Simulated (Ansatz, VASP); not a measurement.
# InP: VASP beside Ansatz

```
CELL_PARAMETERS angstrom
0.00000 2.71274 2.71274
2.71274 0.00000 2.71274
2.71274 2.71274 0.00000
ATOMIC_POSITIONS crystal
In 0.00000 0.00000 0.00000
P 0.50000 0.50000 0.50000
```

Alike in both runs: task single point; functional PBEsol; k mesh 14 × 14 × 14; occupations fermi-dirac, width 0.15 eV; no spin polarisation.

|  | VASP | Ansatz |
| --- | --- | --- |
| version | VASP 6.6.1 | Ansatz 0.2.0 |
| potentials or method | VASP PAW PBE potentials, release 64 (In_d, P), cutoff 520 eV | scalar-relativistic, plane waves, PAW |
| valence electrons in the cell | 18 | 18 |

|  | VASP | Ansatz | Ansatz less VASP |
| --- | --- | --- | --- |
| gap on the k mesh at the Fermi level (eV) | none | none | - |
| pressure (GPa) | 1.8 | 1.8 | -0.04 |

VASP's potentials were made for PBE, not for PBEsol. A gap of «none» marks a metal or a gap that the smearing closes.
